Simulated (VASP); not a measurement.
# Ga in VASP: single point with LDA

Aim: the single point of Ga with LDA.

Program: VASP 6.6.1. These are calculated values, not measurements. Logs are shortened: lines on timing, memory, paths and dates and some standing lists are left out, and cuts for length are marked.

### 1 The cell of the first run

The cell holds a slab with vacuum, 12 atoms: a = 4.417 Å, b = 4.439 Å, c = 23.900 Å, α = 90.00°, β = 90.00°, γ = 90.00°.

### 2 Single point, LDA

Input file INCAR:

```
SYSTEM = Ga
PREC = Accurate
ENCUT = 520
EDIFF = 1E-6
ISMEAR = 0
SIGMA = 0.1
LREAL = .FALSE.
LASPH = .TRUE.
NELM = 60
ALGO = Fast
ISIF = 2
LWAVE = .FALSE.
LCHARG = .TRUE.
LDIPOL = .TRUE.
IDIPOL = 3
DIPOL = 0.5 0.5 0.500
LELF = .TRUE.
LVHAR = .TRUE.
LVACPOTAV = .TRUE.
NBANDS = 90
```

Input file KPOINTS:

```
regular mesh
0
G
  8 8 1
  0 0 0
```

Input file POSCAR:

```
Ga
1.0
    4.4166915169      0.0000000000      0.0000000000
    0.0000000000      4.4389548500      0.0000000000
    0.0000000000      0.0000000000     23.9000868732
Ga
12
Direct
    0.5000000000      0.9063216724      0.3068589585
    0.0000000000      0.5936783276      0.3068589585
    0.5000000000      0.4057326921      0.3701204183
    0.0000000000      0.0942673079      0.3701204183
    0.0000000000      0.9125752720      0.4692303778
    0.5000000000      0.5874247280      0.4692303778
    0.0000000000      0.4125751065      0.5307696914
    0.5000000000      0.0874248935      0.5307696914
    0.5000000000      0.9057322292      0.6298795821
    0.0000000000      0.5942677708      0.6298795821
    0.5000000000      0.4063215245      0.6931409720
    0.0000000000      0.0936784755      0.6931409720
```

Potentials or basis: VASP PAW LDA potentials, release 64 (Ga_d).

Launch:

```
cat potpaw_LDA.64/Ga_d/POTCAR > POTCAR
mpirun -np 1 vasp_std > vasp.out
```

OUTCAR:

```text
SYSTEM = Ga
   PREC = Accurate
   ENCUT = 520
   EDIFF = 1E-6
   ISMEAR = 0
   LREAL = .FALSE.
   LASPH = .TRUE.
   NELM = 60
   ISIF = 2

 ion  position               nearest neighbor table
   1  0.500  0.906  0.307-   2 2.61   2 2.61   3 2.68   3 2.69   4 2.80   4 2.80
   2  0.000  0.594  0.307-   1 2.61   1 2.61   4 2.68   4 2.69   3 2.80   3 2.80
   3  0.500  0.406  0.370-   6 2.50   4 2.61   4 2.61   1 2.68   1 2.69   2 2.80   2 2.80
   4  0.000  0.094  0.370-   5 2.50   3 2.61   3 2.61   2 2.68   2 2.69   1 2.80   1 2.80
   5  0.000  0.913  0.469-   4 2.50   6 2.64   6 2.64   7 2.66   7 2.66   8 2.76   8 2.76
   6  0.500  0.587  0.469-   3 2.50   5 2.64   5 2.64   8 2.66   8 2.66   7 2.76   7 2.76
   7  0.000  0.413  0.531-  10 2.50   8 2.64   8 2.64   5 2.66   5 2.66   6 2.76   6 2.76
   8  0.500  0.087  0.531-   9 2.50   7 2.64   7 2.64   6 2.66   6 2.66   5 2.76   5 2.76
   9  0.500  0.906  0.630-   8 2.50  10 2.61  10 2.61  11 2.68  11 2.69  12 2.80  12 2.80
  10  0.000  0.594  0.630-   7 2.50   9 2.61   9 2.61  12 2.68  12 2.69  11 2.80  11 2.80
  11  0.500  0.406  0.693-  12 2.61  12 2.61   9 2.68   9 2.69  10 2.80  10 2.80
  12  0.000  0.094  0.693-  11 2.61  11 2.61  10 2.68  10 2.69   9 2.80   9 2.80

  LATTYP: Found a simple orthorhombic cell.
 ALAT       =     4.4166915169
 B/A-ratio  =     1.0050407263
 C/A-ratio  =     5.4113099776

  Lattice vectors:

 A1 = (   4.4166915169,   0.0000000000,   0.0000000000)
 A2 = (   0.0000000000,   4.4389548500,   0.0000000000)
 A3 = (   0.0000000000,   0.0000000000,  23.9000868732)

Analysis of symmetry for initial positions (statically):
=====================================================================
 Subroutine PRICEL returns:
 Original cell was already a primitive cell.

 Routine SETGRP: Setting up the symmetry group for a
 simple orthorhombic supercell.

 Subroutine GETGRP returns: Found  8 space group operations
 (whereof  2 operations were pure point group operations)
 out of a pool of  8 trial point group operations.

The static configuration has the point symmetry C_1h.
 The point group associated with its full space group is D_2h.

Analysis of symmetry for dynamics (positions and initial velocities):
=====================================================================
 Subroutine PRICEL returns:
 Original cell was already a primitive cell.

 Routine SETGRP: Setting up the symmetry group for a
 simple orthorhombic supercell.

 Subroutine GETGRP returns: Found  8 space group operations
 (whereof  2 operations were pure point group operations)
 out of a pool of  8 trial point group operations.

The dynamic configuration has the point symmetry C_1h.
 The point group associated with its full space group is D_2h.
[... 140 lines left out ...]
  Fermi-wavevector in a.u.,A,eV,Ry     =   1.134638  2.144155 17.516182  1.287403
  Thomas-Fermi vector in A             =   2.271342
   LORBIT       =      0    0 simple, 1 ext, 2 COOP (PROOUT), +10 PAW based schemes
   GGA     = CA    functional components
   LHFCALC =     F    Hartree Fock is set to
   AEXX    =    0.0000 exact exchange contribution
   IVDW    =     0    specifies the selected vdW correction
   LEPSILON=     F    determine dielectric tensor
   LRPA    =     F    only Hartree local field effects (RPA)
 non-spin polarized calculation
 RMM-DIIS sequential band-by-band and
 Gauss-broadening in eV      SIGMA  =   0.10
  energy-cutoff  :      520.00
  volume of cell :      468.57
 maximum number of plane-waves:     12652
 NGX is ok and might be reduce to    36
   NGX = 17   NGY = 17   NGZ = 89

 dipolmoment           0.000000      0.000000      0.000000 electrons x Angstroem

 number of electron     155.9999953 magnetization

 dipolmoment           0.000000      0.000000     -0.000000 electrons x Angstroem

 Free energy of the ion-electron system (eV)
  ---------------------------------------------------
  ext. energy  EPLUGINS =         0.00000000
  ---------------------------------------------------
  free energy    TOTEN  =       -40.50062310 eV

  energy without entropy =      -40.46823119  energy(sigma->0) =      -40.48442715

 E-fermi :   0.0105     XC(G=0):  -6.0878

 val. band max:        0.0033337616   @ k =   0.1250   0.2500   0.0000
 cond. band min:       0.0405779710   @ k =   0.1250   0.1250   0.0000
 fundamental gap:      0.0372442094
 Fermi energy:         0.0104691930

 k-point     1 :       0.0000    0.0000    0.0000
  band No.  band energies     occupation
      1     -15.3126      2.00000
      2     -15.3019      2.00000
      3     -15.2728      2.00000
      4     -15.2631      2.00000
      5     -15.2333      2.00000
      6     -15.2251      2.00000
[... 2221 lines left out ...]
     89       5.6179      0.00000
     90       5.8121      0.00000

 [... further k-points ...]

------------------------ aborting loop because EDIFF is reached ----------------------------------------

  FORCE on cell =-STRESS in cart. coord.  units (eV):
  Direction    XX          YY          ZZ          XY          YZ          ZX
  --------------------------------------------------------------------------------------
  -------------------------------------------------------------------------------------
  Total       -3.2872891     -0.5771006      0.2091420      0.0000000     -0.0000000      0.0000000
  in kB      -11.2401266     -1.9732625      0.7151128      0.0000000     -0.0000000      0.0000000
  external PRESSURE =      -4.1660921 kB  Pullay stress =       0.0000000 kB

 VOLUME and BASIS-vectors are now :
 -----------------------------------------------------------------------------
  energy-cutoff  :      520.00
  volume of cell :      468.57
      direct lattice vectors                 reciprocal lattice vectors
     4.416691517  0.000000000  0.000000000     0.226413820  0.000000000  0.000000000
     0.000000000  4.438954850  0.000000000     0.000000000  0.225278254  0.000000000
     0.000000000  0.000000000 23.900086873     0.000000000  0.000000000  0.041840852

 POSITION                                       TOTAL-FORCE (eV/Angst)
 -----------------------------------------------------------------------------------
      2.20835      4.02312      7.33396         0.000000      0.002361     -0.009120
      0.00000      2.63531      7.33396        -0.000000     -0.002361     -0.009120
      2.20835      1.80103      8.84591         0.000000     -0.007356     -0.003025
      0.00000      0.41845      8.84591         0.000000      0.007356     -0.003025
      0.00000      4.05088     11.21465        -0.000000      0.000511     -0.006795
      2.20835      2.60755     11.21465         0.000000     -0.000511     -0.006795
      0.00000      1.83140     12.68544        -0.000000      0.000511      0.006795
      2.20835      0.38808     12.68544         0.000000     -0.000511      0.006795
      2.20835      4.02050     15.05418        -0.000000     -0.007356      0.003025
      0.00000      2.63793     15.05418         0.000000      0.007356      0.003025
      2.20835      1.80364     16.56613         0.000000      0.002361      0.009120
      0.00000      0.41583     16.56613        -0.000000     -0.002361      0.009120
 -----------------------------------------------------------------------------------
    total drift:                                0.000000      0.000057      0.000122

  FREE ENERGIE OF THE ION-ELECTRON SYSTEM (eV)
  ---------------------------------------------------
  free  energy   TOTEN  =       -40.5006231032 eV

  energy  without entropy=      -40.4682311913  energy(sigma->0) =      -40.48442715

 vacuum level on the upper side and lower side of the slab         4.771         4.771
```

Wall time 50 min (1 thread of Oxide Virtual Turin-like, shared host); peak memory 0.79 GiB.

What came out:

```
Free energy            : -40.5006 eV
Largest force          : 0.009 eV/Å
Band gap on the k mesh : zero (bands 78 and 79 overlap by 0.77 eV)
```

Forces on the atoms (eV/Å):
```
Ga   0.000  0.002 -0.009
Ga   0.000 -0.002 -0.009
Ga   0.000 -0.007 -0.003
Ga   0.000  0.007 -0.003
Ga   0.000  0.001 -0.007
Ga   0.000 -0.001 -0.007
Ga   0.000  0.001  0.007
Ga   0.000 -0.001  0.007
Ga   0.000 -0.007  0.003
Ga   0.000  0.007  0.003
Ga   0.000  0.002  0.009
Ga   0.000 -0.002  0.009
```

Levels at points of the mesh, in eV from the Fermi level:
```tsv
k point	band 76	band 77	band 78	band 79	band 80	band 81
(0.00, 0.00, 0.00)	-1.72	-1.68	-1.06	-0.32	1.44	1.49
(0.50, 0.00, 0.00)	-1.04	-0.50	-0.50	0.96	0.96	1.07
(0.00, 0.50, 0.00)	-0.51	-0.50	-0.50	-0.11	-0.11	0.04
(0.50, 0.50, 0.00)	-2.37	-0.54	-0.54	-0.54	-0.54	1.78
```

The gap in the log of VASP goes by the Fermi energy; the results here count the filled bands.